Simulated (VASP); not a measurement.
NaI, 2 atoms in the cell. The structure is orthorhombic, space group Immm (No. 71). Conventional cell: a = 4.548 Å, b = 4.606 Å, c = 6.473 Å, α = 90.00°, β = 90.00°, γ = 90.00°. Within 4.3 Å of Na (site symmetry mmm) lie 6 I at 3.24 Å. I (site symmetry mmm) has 6 Na at 3.24 Å within 4.3 Å.  This cell differs from its parent crystal: strain +0.0125 x Voigt [0, 0, 0, 0, 1, 0].

| Property | Result |
| --- | --- |
| Program | VASP 6.6.1 |
| Task | single point |
| Functional | PBE |
| Potentials or basis | VASP PAW PBE potentials, release 64 (Na_pv, I) |
| Cutoff | 520 eV |
| k mesh | 6 × 6 × 6 |
| Occupations | gaussian, width 0.05 eV |
| Spin | no spin polarisation |
| Dipole correction | no |
| Further INCAR settings | ALGO = Normal; EDIFF = 1e-07; NBANDS = 14 |

Potentials or basis: VASP PAW PBE potentials, release 64 (Na_pv, I).

Run with:

```bash
$ cat potpaw_PBE.64/Na_pv/POTCAR potpaw_PBE.64/I/POTCAR > POTCAR
$ mpirun -np 1 vasp_std > vasp.out
```

Hardware: 1 thread of Intel(R) Xeon(R) Platinum 8488C (Sapphire Rapids) (shared host).

Question: Estimate the wall time of this run.

Answer: Wall time 28 s on 1 thread of Intel(R) Xeon(R) Platinum 8488C (Sapphire Rapids), on a shared host, peak memory 0.22 GiB. Counts: scf iterations 13, k points 46.
